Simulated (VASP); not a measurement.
PbSe:

```xyz
4
Lattice="5.1741 0.0000 0.0000 -2.5871 4.4809 0.0000 0.0000 0.0000 6.1644" Properties=species:S:1:pos:R:3 pbc="T T T"
Pb    0.0000    2.9873   -0.3879
Pb    2.5871    1.4936    2.6943
Se    0.0000    2.9873    2.6995
Se    2.5871    1.4936    5.7818
```

This cell differs from its parent crystal: uniaxial z strain -0.8%.

Base run:

```yaml
Program: VASP 6.6.1
Functional: r2SCAN
Potentials_or_basis: VASP PAW PBE potentials, release 64 (Pb_d, Se)
Cutoff: 520 eV
k_mesh: 6 × 6 × 4
Occupations: gaussian, width 0.01 eV
Spin: no spin polarisation
```

Its results: band gap on the k mesh 1.48 eV; pressure 0.3 GPa.

Task: The run is repeated on the same cell with these changes: functional from r2SCAN to PBE; occupations from gaussian, width 0.01 eV to fermi-dirac, width 0.02 eV. What comes out?

Result: Band gap on the k mesh 1.17 eV; pressure 1.1 GPa.

Caveats: the structure was generated, so it needn't be the stable form of PbSe; spin-orbit coupling is left out, which moves the levels of the heavy elements; the PAW data sets were made with another functional, which shifts forces and pressure a little (at least some runs).

A k mesh can miss the band edges.
